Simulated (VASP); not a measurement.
# MnAl2B3 (Cmcm) in VASP: single point with PBE

Aim: the single point of MnAl2B3 with PBE.

All numbers are computed with VASP 6.6.1; they aren't measurements. Logs are shortened: lines on timing, memory, paths and dates and some standing lists are left out, and cuts for length are marked.

### Step 1. The cell of the first run

It takes space group Cmcm (No. 63, orthorhombic). The conventional cell has a = 9.748 Å, b = 7.677 Å, c = 2.973 Å, α = 90.00°, β = 90.00°, γ = 90.00°. Within 3.0 Å of Mn (site symmetry m2m) lie 7 B at 2.20 to 2.26 Å and 4 Mn at 2.66 to 2.97 Å and 4 Al at 2.67 Å. Al (site symmetry m) has 7 B at 2.21 to 2.40 Å and 2 Mn at 2.67 Å and 6 Al at 2.73 to 2.97 Å within 3.0 Å. B (site symmetry m) has 2 B at 1.74 Å and 3 Mn at 2.20 to 2.25 Å and 4 Al at 2.21 to 2.40 Å within 2.4 Å. B (site symmetry m2m) has 2 B at 1.77 Å and 1 Mn at 2.26 Å and 6 Al at 2.27 to 2.28 Å within 2.4 Å.

### Step 2. Single point, PBE, collinear spin, ferromagnetic start

File INCAR:

```
SYSTEM = MnAl2B3
  PREC = Accurate
  ENCUT = 520
  EDIFF = 1E-7
  ISMEAR = 0
  SIGMA = 0.1
  LREAL = .False.
  LASPH = .True.
  NELM = 150
  ALGO = Fast
  ISIF = 2
  LWAVE = .False.
  LCHARG = .False.
  ISPIN = 2
  MAGMOM = 0.17 0.17 0 0 0 0 0 0 0 0 0 0
  LORBIT = 11
  LMAXMIX = 4
  GGA = PE
  NBANDS = 44
  KPAR = 4
```

File KPOINTS:

```
regular mesh
0
Gamma
  6 6 10
  0 0 0
```

File POSCAR:

```
MnAl2B3
1.0
    4.8741309724     -3.8385183414      0.0000000000
    4.8741309724      3.8385183414      0.0000000000
    0.0000000000      0.0000000000      2.9733900060
Mn Al B
2 4 6
Direct
    0.1437250225      0.8562749775      0.2500000000
    0.8562749775      0.1437250225      0.7500000000
    0.5091314776      0.8138160258      0.7500000000
    0.8138160258      0.5091314776      0.2500000000
    0.1861839742      0.4908685224      0.7500000000
    0.4908685224      0.1861839742      0.2500000000
    0.7807862479      0.8991497927      0.2500000000
    0.8991497927      0.7807862479      0.7500000000
    0.4374951162      0.5625048838      0.2500000000
    0.5625048838      0.4374951162      0.7500000000
    0.2192137521      0.1008502073      0.7500000000
    0.1008502073      0.2192137521      0.2500000000
```

Potentials or basis: VASP PAW PBE potentials, release 64 (Mn_pv, Al, B).

On the command line:

```sh
$ cat potpaw_PBE.64/Mn_pv/POTCAR potpaw_PBE.64/Al/POTCAR potpaw_PBE.64/B/POTCAR > POTCAR
$ mpirun -np 4 vasp_std > vasp.out
```

OUTCAR:

```text
SYSTEM = MnAl2B3
   PREC = Accurate
   ENCUT = 520
   EDIFF = 1E-7
   ISMEAR = 0
   LREAL = .False.
   LASPH = .True.
   NELM = 150
   ISIF = 2
   ISPIN = 2
   LORBIT = 11
   GGA = PE

 ion  position               nearest neighbor table
   1  0.144  0.856  0.250-   7 2.20  12 2.20  11 2.25   8 2.25   8 2.25  11 2.25   9 2.26   2 2.66
                             2 2.66   3 2.67   5 2.67   3 2.67   5 2.67
   2  0.856  0.144  0.750-   8 2.20  11 2.20   7 2.25  12 2.25   7 2.25  12 2.25  10 2.26   1 2.66
                             1 2.66   4 2.67   6 2.67   4 2.67   6 2.67
   3  0.509  0.814  0.750-  11 2.21   9 2.27   9 2.27  10 2.28   8 2.38   7 2.40   7 2.40   1 2.67
                             1 2.67   6 2.73   6 2.73   4 2.77   4 2.77   5 3.15
   4  0.814  0.509  0.250-  12 2.21  10 2.27  10 2.27   9 2.28   7 2.38   8 2.40   8 2.40   2 2.67
                             2 2.67   5 2.73   5 2.73   3 2.77   3 2.77   6 3.15
   5  0.186  0.491  0.750-   8 2.21   9 2.27   9 2.27  10 2.28  11 2.38  12 2.40  12 2.40   1 2.67
                             1 2.67   4 2.73   4 2.73   6 2.77   6 2.77   3 3.15
   6  0.491  0.186  0.250-   7 2.21  10 2.27  10 2.27   9 2.28  12 2.38  11 2.40  11 2.40   2 2.67
                             2 2.67   3 2.73   3 2.73   5 2.77   5 2.77   4 3.15
   7  0.781  0.899  0.250-   8 1.74   8 1.74   1 2.20   6 2.21   2 2.25   2 2.25   4 2.38   3 2.40
                             3 2.40
   8  0.899  0.781  0.750-   7 1.74   7 1.74   2 2.20   5 2.21   1 2.25   1 2.25   3 2.38   4 2.40
                             4 2.40
   9  0.437  0.563  0.250-  10 1.77  10 1.77   1 2.26   3 2.27   3 2.27   5 2.27   5 2.27   4 2.28
                             6 2.28
  10  0.563  0.437  0.750-   9 1.77   9 1.77   2 2.26   4 2.27   4 2.27   6 2.27   6 2.27   5 2.28
                             3 2.28
  11  0.219  0.101  0.750-  12 1.74  12 1.74   2 2.20   3 2.21   1 2.25   1 2.25   5 2.38   6 2.40
                             6 2.40
  12  0.101  0.219  0.250-  11 1.74  11 1.74   1 2.20   4 2.21   2 2.25   2 2.25   6 2.38   5 2.40
                             5 2.40

  LATTYP: Found a base centered orthorhombic cell.
 ALAT       =     7.6770366828
 B/A-ratio  =     1.2697948893
 C/A-ratio  =     0.3873095999

  Lattice vectors:

 A1 = (  -4.8741309724,  -3.8385183414,   0.0000000000)
 A2 = (   4.8741309724,  -3.8385183414,   0.0000000000)
 A3 = (   0.0000000000,   0.0000000000,   2.9733900060)

Analysis of symmetry for initial positions (statically):
=====================================================================
 Subroutine PRICEL returns:
 Original cell was already a primitive cell.

 Routine SETGRP: Setting up the symmetry group for a
 base centered orthorhombic supercell.

 Subroutine GETGRP returns: Found  8 space group operations
 (whereof  4 operations were pure point group operations)
 out of a pool of  8 trial point group operations.

[... 1246 lines left out ...]
 spin component 2

 k-point     1 :       0.0000    0.0000    0.0000
  band No.  band energies     occupation
      1     -38.2570      1.00000
      2     -38.1883      1.00000
      3     -38.1562      1.00000
      4     -38.1372      1.00000
      5     -38.1298      1.00000
      6     -38.1162      1.00000
[... 1021 lines left out ...]
     39      15.9471      0.00000
     40      16.1206      0.00000

 [... further k-points ...]

 [bands above 40 left out]

------------------------ aborting loop because EDIFF is reached ----------------------------------------

  FORCE on cell =-STRESS in cart. coord.  units (eV):
  Direction    XX          YY          ZZ          XY          YZ          ZX
  --------------------------------------------------------------------------------------
  -------------------------------------------------------------------------------------
  Total       -0.0320132     -1.1685208     -1.1662782      0.0000000      0.0000000      0.0000000
  in kB       -0.4609958    -16.8269084    -16.7946148      0.0000000      0.0000000      0.0000000
  external PRESSURE =     -11.3608397 kB  Pullay stress =       0.0000000 kB

 VOLUME and BASIS-vectors are now :
 -----------------------------------------------------------------------------
  energy-cutoff  :      520.00
  volume of cell :      111.26
      direct lattice vectors                 reciprocal lattice vectors
     4.874130972 -3.838518341  0.000000000     0.102582389 -0.130258593  0.000000000
     4.874130972  3.838518341  0.000000000     0.102582389  0.130258593  0.000000000
     0.000000000  0.000000000  2.973390006     0.000000000  0.000000000  0.336316460

 POSITION                                       TOTAL-FORCE (eV/Angst)
 -----------------------------------------------------------------------------------
      4.87413      2.73514      0.74335         0.000000      0.196012      0.000000
      4.87413     -2.73514      2.23004         0.000000     -0.196012      0.000000
      6.44822      1.16954      2.23004        -0.051550      0.012054      0.000000
      6.44822     -1.16954      0.74335        -0.051550     -0.012054     -0.000000
      3.30004      1.16954      2.23004         0.051550      0.012054      0.000000
      3.30004     -1.16954      0.74335         0.051550     -0.012054     -0.000000
      8.18823      0.45434      0.74335         0.072408      0.013592      0.000000
      8.18823     -0.45434      2.23004         0.072408     -0.013592      0.000000
      4.87413      0.47985      0.74335         0.000000      0.031663      0.000000
      4.87413     -0.47985      2.23004         0.000000     -0.031663      0.000000
      1.56003     -0.45434      2.23004        -0.072408     -0.013592      0.000000
      1.56003      0.45434      0.74335        -0.072408      0.013592      0.000000
 -----------------------------------------------------------------------------------
    total drift:                               -0.000000     -0.000000      0.000000

  FREE ENERGIE OF THE ION-ELECTRON SYSTEM (eV)
  ---------------------------------------------------
  free  energy   TOTEN  =       -74.0924404833 eV

  energy  without entropy=      -74.0625668344  energy(sigma->0) =      -74.07750366

 total charge

# of ion       s       p       d       tot
------------------------------------------
    1        0.312   6.360   5.258  11.930
    2        0.312   6.360   5.258  11.930
    3        0.361   0.400   0.000   0.760
    4        0.361   0.400   0.000   0.760
    5        0.361   0.400   0.000   0.760
    6        0.361   0.400   0.000   0.760
    7        0.679   1.259   0.000   1.938
    8        0.679   1.259   0.000   1.938
    9        0.686   1.293   0.000   1.979
   10        0.686   1.293   0.000   1.979
   11        0.679   1.259   0.000   1.938
   12        0.679   1.259   0.000   1.938
--------------------------------------------------
tot          6.154  21.940  10.516  38.610

 magnetization (x)

# of ion       s       p       d       tot
------------------------------------------
    1        0.000  -0.000   0.000   0.000
    2        0.000  -0.000   0.000   0.000
    3        0.000  -0.000   0.000   0.000
    4        0.000  -0.000   0.000   0.000
    5        0.000  -0.000   0.000   0.000
    6        0.000  -0.000   0.000   0.000
    7       -0.000  -0.000   0.000  -0.000
    8       -0.000  -0.000   0.000  -0.000
    9       -0.000  -0.000   0.000  -0.000
   10       -0.000  -0.000   0.000  -0.000
   11       -0.000  -0.000   0.000  -0.000
   12       -0.000  -0.000   0.000  -0.000
--------------------------------------------------
tot          0.000  -0.000   0.000   0.000
```

stdout:

```text
POSCAR found type information on POSCAR MnAlB
 POSCAR found :  3 types and      12 ions
 scaLAPACK will be used
 LDA part: xc-table for (Slater+PW92), standard interpolation
 POSCAR, INCAR and KPOINTS ok, starting setup
 FFT: planning ... GRIDC
 FFT: planning ... GRID_SOFT
 FFT: planning ... GRID
 WAVECAR not read
 entering main loop
```

Wall time 5.8 min (4 MPI ranks of Oxide Virtual Turin-like, shared host); peak memory 0.63 GiB.

Results:

* Free energy: -74.0924 eV
* Pressure: -1.1 GPa
* Largest force: 0.196 eV/Å
* Band gap on the k mesh: zero (filled and empty bands overlap)
* Net moment: 0.00 μB per cell
* Valence electrons inside the program's atomic spheres: Mn 11.93; Al 0.76; B 1.94, 1.98 (each value once)

Forces on the atoms (eV/Å):
```
Mn   0.000  0.196  0.000
Mn   0.000 -0.196  0.000
Al  -0.052  0.012  0.000
Al  -0.052 -0.012  0.000
Al   0.052  0.012  0.000
Al   0.052 -0.012  0.000
B    0.072  0.014  0.000
B    0.072 -0.014  0.000
B    0.000  0.032  0.000
B    0.000 -0.032  0.000
B   -0.072 -0.014  0.000
B   -0.072  0.014  0.000
```

Stress tensor (GPa, compression positive):
```
-0.05  0.00  0.00
 0.00 -1.68  0.00
 0.00  0.00 -1.68
```

Levels at points of the mesh, in eV from the Fermi level:
Spin up:
```csv
k point,band 25,band 26,band 27,band 28,band 29,band 30,band 31,band 32
"(0.00, 0.00, 0.00)",-0.94,-0.31,-0.27,-0.09,0.70,0.91,1.00,2.22
"(0.50, 0.00, 0.00)",-0.92,-0.66,-0.15,0.03,0.25,0.43,1.04,1.79
"(0.50, 0.50, 0.00)",-0.86,-0.53,-0.36,-0.11,0.15,0.41,0.98,2.05
"(0.00, 0.00, 0.50)",-1.61,-1.61,-1.04,-1.04,0.02,0.02,0.70,0.70
"(0.50, 0.00, 0.50)",-1.40,-1.40,-0.92,-0.92,0.35,0.35,0.62,0.62
"(0.50, 0.50, 0.50)",-1.52,-1.52,-0.31,-0.31,-0.10,-0.10,0.45,0.45
```
Spin down:
```tsv
k point	band 24	band 25	band 26	band 27	band 28	band 29	band 30	band 31	band 32	band 33
(0.00, 0.00, 0.00)	-1.61	-0.94	-0.31	-0.27	-0.09	0.70	0.91	1.00	2.22	2.27
(0.50, 0.00, 0.00)	-1.06	-0.92	-0.66	-0.15	0.03	0.25	0.43	1.04	1.79	1.82
(0.50, 0.50, 0.00)	-1.94	-0.86	-0.53	-0.36	-0.11	0.15	0.41	0.98	2.05	2.44
(0.00, 0.00, 0.50)	-2.07	-1.61	-1.61	-1.04	-1.04	0.02	0.02	0.70	0.70	2.23
(0.50, 0.00, 0.50)	-2.59	-1.40	-1.40	-0.92	-0.92	0.35	0.35	0.62	0.62	1.35
(0.50, 0.50, 0.50)	-2.05	-1.52	-1.52	-0.31	-0.31	-0.10	-0.10	0.45	0.45	1.83
```
